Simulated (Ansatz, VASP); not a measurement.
# Se in VASP and in Ansatz

```
Se
1.0
     4.43963    0.02620   -0.86599
     0.01615    5.03717    0.30355
    -1.43927   -0.24624    4.25828
Se
3
Direct
  0.84308 0.66342 0.53372
  0.06078 0.32989 0.97171
  0.62447 0.99621 0.75413
```

Alike in both runs: task relaxation of cell and atoms; functional PBE; k mesh 8 × 6 × 8; occupations gaussian, width 0.02 eV; no spin polarisation.

|  | VASP | Ansatz |
| --- | --- | --- |
| version | VASP 6.6.1 | Ansatz 0.2.0 |
| potentials or method | VASP PAW PBE potentials, release 64 (Se), cutoff 600 eV | scalar-relativistic, plane waves, PAW |
| valence electrons in the cell | 18 | 48 |

|  | VASP | Ansatz | Ansatz less VASP |
| --- | --- | --- | --- |
| gap on the k mesh at the Fermi level, each at its own relaxed structure (eV) | 1.12 | 1.13 | +0.012 |
| relaxed volume (Å³/atom) | 29.80 | 29.76 | -0.038 |
| relaxed cell length with the largest relative difference (Å) | 5.049 | 5.046 | -0.0026 |

VASP's potentials hold 18 valence electrons a cell and Ansatz's 48, so a difference there can come from the potentials and not from the codes.
